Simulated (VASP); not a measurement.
# MoS2 in VASP: single point with PBE+D3(BJ)

Aim: the single point of MoS2 with PBE+D3(BJ).

Everything below comes from runs of VASP 6.6.1. Logs are shortened: lines on timing, memory, paths and dates and some standing lists are left out, and cuts for length are marked.

## 1. The cell of the first run

The cell holds a slab with vacuum, 6 atoms: a = 3.135 Å, b = 3.135 Å, c = 23.938 Å, α = 90.00°, β = 90.00°, γ = 120.00°.

## 2. Single point, PBE+D3(BJ)

The input, INCAR:

```
SYSTEM = MoS2
PREC     = Accurate       ! precision mode
ENCUT    = 520            ! plane-wave cutoff, eV
EDIFF    = 1E-7           ! SCF threshold, eV
ISMEAR   = 0              ! smearing method
SIGMA    = 0.1            ! smearing width, eV
LREAL    = .FALSE.        ! projectors in reciprocal space
LASPH    = .TRUE.         ! aspherical terms in the spheres
NELM     = 60             ! most SCF steps
ALGO     = Normal         ! electronic algorithm
ISIF     = 2              ! what is computed and relaxed
LWAVE    = .FALSE.        ! write WAVECAR
LCHARG   = .TRUE.         ! write CHGCAR
LDIPOL   = .TRUE.       
IDIPOL   = 3            
DIPOL    = 0.5 0.5 0.392
GGA      = PE             ! functional
IVDW     = 12             ! dispersion correction
LELF     = .TRUE.         ! ELF
LVHAR    = .TRUE.       
LVACPOTAV= .TRUE.       
NBANDS   = 35             ! bands
```

The input, KPOINTS:

```
regular mesh
0
G
  12 12 1
  0 0 0
```

The input, POSCAR:

```
MoS2
1.0
    3.1346592678      0.0000000000      0.0000000000
   -1.5673296339      2.7146945582      0.0000000000
    0.0000000000      0.0000000000     23.9375766341
S Mo
4 2
Direct
    0.0000000000      0.0000000000      0.1879889543
    0.3333333333      0.6666666667      0.3221995323
    0.3333333333      0.6666666667      0.4626661245
    0.6666666667      1.3333333333      0.5968758687
    0.6666666667      0.3333333333      0.2551759987
    1.0000000000      1.0000000000      0.5296919538
```

Potentials or basis: VASP PAW PBE potentials, release 64 (S, Mo_sv).

Started as:

```sh
$ cat potpaw_PBE.64/S/POTCAR potpaw_PBE.64/Mo_sv/POTCAR > POTCAR
$ mpirun -np 1 vasp_std > vasp.out
```

OUTCAR:

```text
SYSTEM = MoS2
   PREC = Accurate
   ENCUT = 520
   EDIFF = 1E-7
   ISMEAR = 0
   LREAL = .FALSE.
   LASPH = .TRUE.
   NELM = 60
   ISIF = 2
   GGA = PE
   IVDW = 12
 IVDW          = 12

 ion  position               nearest neighbor table
   1  0.000  0.000  0.188-   5 2.42   5 2.42   5 2.42
   2  0.333  0.667  0.322-   5 2.42   5 2.42   5 2.42
   3  0.333  0.667  0.463-   6 2.42   6 2.42   6 2.42
   4  0.667  0.333  0.597-   6 2.42   6 2.42   6 2.42
   5  0.667  0.333  0.255-   2 2.42   2 2.42   2 2.42   1 2.42   1 2.42   1 2.42
   6  0.000  0.000  0.530-   3 2.42   3 2.42   3 2.42   4 2.42   4 2.42   4 2.42

  LATTYP: Found a hexagonal cell.
 ALAT       =     3.1346592678
 C/A-ratio  =     7.6364206088

  Lattice vectors:

 A1 = (   3.1346592678,   0.0000000000,   0.0000000000)
 A2 = (  -1.5673296339,   2.7146945582,   0.0000000000)
 A3 = (   0.0000000000,   0.0000000000,  23.9375766341)

Analysis of symmetry for initial positions (statically):
=====================================================================
 Subroutine PRICEL returns:
 Original cell was already a primitive cell.

 Routine SETGRP: Setting up the symmetry group for a
 hexagonal supercell.

 Subroutine GETGRP returns: Found 12 space group operations
 (whereof  6 operations were pure point group operations)
 out of a pool of 24 trial point group operations.

The static configuration has the point symmetry C_3v.
 The point group associated with its full space group is D_3d.

Analysis of symmetry for dynamics (positions and initial velocities):
=====================================================================
 Subroutine PRICEL returns:
 Original cell was already a primitive cell.

 Routine SETGRP: Setting up the symmetry group for a
 hexagonal supercell.

 Subroutine GETGRP returns: Found 12 space group operations
 (whereof  6 operations were pure point group operations)
 out of a pool of 24 trial point group operations.

The dynamic configuration has the point symmetry C_3v.
 The point group associated with its full space group is D_3d.

 Subroutine INISYM returns: Found 12 space group operations
 (whereof  6 operations are pure point group operations),
 and found     1 'primitive' translations

----------------------------------------------------------------------------------------

                                     Primitive cell

  volume of cell :     203.7002

[... 97 lines left out ...]
   ISYM   =      2    0-nonsym 1-usesym 2-fastsym
   POTIM  = 0.5000    time-step for ionic-motion
   TEBEG  =    0.0;   TEEND  =   0.0 temperature during run
   PSTRESS=    0.0 pullay stress
   NELECT =      52.0000    total number of electrons
   NUPDOWN=      -1.0000    fix difference up-down
   EMIN   =  10.00;   EMAX   =-10.00  energy-range for DOS
   EFERMI =   0.00;   METHOD = LEGACY
   ISMEAR =     0;   SIGMA  =   0.10  broadening in eV -4-tet -1-fermi 0-gaus
   EFERMI_NEDOS =   21; number of points for ismear=-14 and -15
   IALGO  =     38    algorithm
   IMIX   =      4    mixing-type and parameters
     AMIX     =   0.40;   BMIX     =  1.00
     AMIX_MAG =   1.60;   BMIX_MAG =  1.00
  volume/ion in A,a.u.               =      33.95       229.11
  Fermi-wavevector in a.u.,A,eV,Ry     =   1.038513  1.962506 14.674021  1.078510
  Thomas-Fermi vector in A             =   2.173001
   LORBIT       =      0    0 simple, 1 ext, 2 COOP (PROOUT), +10 PAW based schemes
   GGA     = PE    functional components
   LHFCALC =     F    Hartree Fock is set to
   AEXX    =    0.0000 exact exchange contribution
   IVDW    =    12    specifies the selected vdW correction
   LEPSILON=     F    determine dielectric tensor
   LRPA    =     F    only Hartree local field effects (RPA)
 non-spin polarized calculation
 Gauss-broadening in eV      SIGMA  =   0.10
  energy-cutoff  :      520.00
  volume of cell :      203.70
 maximum number of plane-waves:      5520
 NGX is ok and might be reduce to    24
   NGX = 11   NGY = 11   NGZ = 89

 dipolmoment           0.000000      0.000000     -0.000065 electrons x Angstroem

 number of electron      52.0000001 magnetization

 dipolmoment           0.000000      0.000000      0.000884 electrons x Angstroem

 Free energy of the ion-electron system (eV)
  ---------------------------------------------------
  ext. energy  EPLUGINS =         0.00000000
  ---------------------------------------------------
  free energy    TOTEN  =       -41.95395276 eV

  energy without entropy =      -41.93694507  energy(sigma->0) =      -41.94544891

 E-fermi :   1.6505     XC(G=0):  -6.1433

 val. band max:        1.6325450927   @ k =   0.0000   0.0000   0.0000
 cond. band min:       1.6647688648   @ k =   0.2500   0.2500   0.0000
 fundamental gap:      0.0322237722
 Fermi energy:         1.6504962010

 k-point     1 :       0.0000    0.0000    0.0000
  band No.  band energies     occupation
      1     -60.1087      2.00000
      2     -60.1007      2.00000
      3     -34.1955      2.00000
      4     -34.1874      2.00000
      5     -34.0492      2.00000
      6     -34.0492      2.00000
[... 711 lines left out ...]
     34       5.1704      0.00000
     35       8.2267      0.00000

------------------------ aborting loop because EDIFF is reached ----------------------------------------

 Edisp (eV)   -2.17558

 E8    (eV) :    -0.9092

  FORCE on cell =-STRESS in cart. coord.  units (eV):
  Direction    XX          YY          ZZ          XY          YZ          ZX
  --------------------------------------------------------------------------------------
  -------------------------------------------------------------------------------------
  Total      -0.00081    -0.00081    -0.12264     0.00000    -0.00000    -0.00000
  in kB      -0.00638    -0.00638    -0.96459     0.00000    -0.00000    -0.00000
  external pressure =       -0.33 kB  Pullay stress =        0.00 kB

 VOLUME and BASIS-vectors are now :
 -----------------------------------------------------------------------------
  energy-cutoff  :      520.00
  volume of cell :      203.70
      direct lattice vectors                 reciprocal lattice vectors
     3.134659268  0.000000000  0.000000000     0.319013939  0.184182783  0.000000000
    -1.567329634  2.714694558  0.000000000     0.000000000  0.368365567  0.000000000
     0.000000000  0.000000000 23.937576634     0.000000000  0.000000000  0.041775323

 POSITION                                       TOTAL-FORCE (eV/Angst)
 -----------------------------------------------------------------------------------
      0.00000      0.00000      4.50000         0.000000      0.000000      0.009869
     -0.00000      1.80980      7.71268        -0.000000     -0.000000     -0.011186
     -0.00000      1.80980     11.07511         0.000000      0.000000      0.011186
      1.56733      0.90490     14.28776        -0.000000     -0.000000     -0.009869
      1.56733      0.90490      6.10830         0.000000     -0.000000     -0.000135
      0.00000      0.00000     12.67954        -0.000000      0.000000      0.000135
 -----------------------------------------------------------------------------------
    total drift:                               -0.000000      0.000000      0.130857

  FREE ENERGIE OF THE ION-ELECTRON SYSTEM (eV)
  ---------------------------------------------------
  free  energy   TOTEN  =       -44.1295291227 eV

  energy  without entropy=      -44.1125214340  energy(sigma->0) =      -44.12102528

 vacuum level on the upper side and lower side of the slab         6.736         6.718
```

OSZICAR:

```text
N       E                     dE             d eps       ncg     rms          rms(c)
DAV:   1     0.431600304260E+03    0.43160E+03   -0.28077E+04  1586   0.129E+03
DAV:   2    -0.165238311456E+02   -0.44812E+03   -0.43569E+03  1681   0.322E+02
DAV:   3    -0.442185950006E+02   -0.27695E+02   -0.27106E+02  1644   0.723E+01
[... 18 lines left out ...]
DAV:  22    -0.419539500071E+02   -0.34590E-05   -0.16835E-07  1228   0.116E-03    0.359E-04
DAV:  23    -0.419539519008E+02   -0.18937E-05   -0.76102E-08  1060   0.606E-04    0.202E-04
DAV:  24    -0.419539525761E+02   -0.67530E-06   -0.21851E-08   976   0.347E-04    0.812E-05
DAV:  25    -0.419539526981E+02   -0.12203E-06   -0.31926E-09   898   0.166E-04    0.754E-05
DAV:  26    -0.419539527568E+02   -0.58752E-07   -0.11129E-09   809   0.975E-05
   1 F= -.44129529E+02 E0= -.44121025E+02  d E =-.170077E-01
```

stdout:

```text
POSCAR found type information on POSCAR S Mo
 POSCAR found :  2 types and       6 ions
 scaLAPACK will be used
 LDA part: xc-table for (Slater+PW92), standard interpolation
 POSCAR, INCAR and KPOINTS ok, starting setup
 FFT: planning ... GRIDC
 FFT: planning ... GRID_SOFT
 FFT: planning ... GRID
 WAVECAR not read
 entering main loop
 -----------------------------------------------------------------------------
|                                                                             |
|           W    W    AA    RRRRR   N    N  II  N    N   GGGG   !!!           |
|           W    W   A  A   R    R  NN   N  II  NN   N  G    G  !!!           |
|           W    W  A    A  R    R  N N  N  II  N N  N  G       !!!           |
|           W WW W  AAAAAA  RRRRR   N  N N  II  N  N N  G  GGG   !            |
|           WW  WW  A    A  R   R   N   NN  II  N   NN  G    G                |
|           W    W  A    A  R    R  N    N  II  N    N   GGGG   !!!           |
|                                                                             |
|     Did not find any points to average over, which means that no vacuum     |
|     field-free region was found. Please increase the size of  your cell     |
|     in the dimension of the dipole correction to obtain accurate            |
|     workfunction values.                                                    |
|                                                                             |
 -----------------------------------------------------------------------------
```

It took 7.1 min on 1 thread of AMD EPYC 7R13, shared host; peak memory 0.34 GiB.

What came out:

| Property | Result |
| --- | --- |
| Free energy | -44.1295 eV |
| Largest force | 0.011 eV/Å |
| Band gap on the k mesh | zero (bands 26 and 27 overlap by 0.50 eV) |
| Dispersion energy per atom | -0.363 eV |

Forces on the atoms (eV/Å):
```
S    0.000  0.000  0.010
S    0.000  0.000 -0.011
S    0.000  0.000  0.011
S    0.000  0.000 -0.010
Mo   0.000  0.000  0.000
Mo   0.000  0.000  0.000
```

Levels at points of the mesh, in eV from the Fermi level:
| k point | band 24 | band 25 | band 26 | band 27 | band 28 | band 29 |
| --- | --- | --- | --- | --- | --- | --- |
| (0.00, 0.00, 0.00) | -0.83 | -0.83 | -0.75 | -0.07 | -0.07 | -0.02 |
| (0.50, 0.00, 0.00) | -2.09 | -1.51 | -1.45 | 1.31 | 1.31 | 1.82 |

The gap in the log of VASP goes by the Fermi energy; the results here count the filled bands.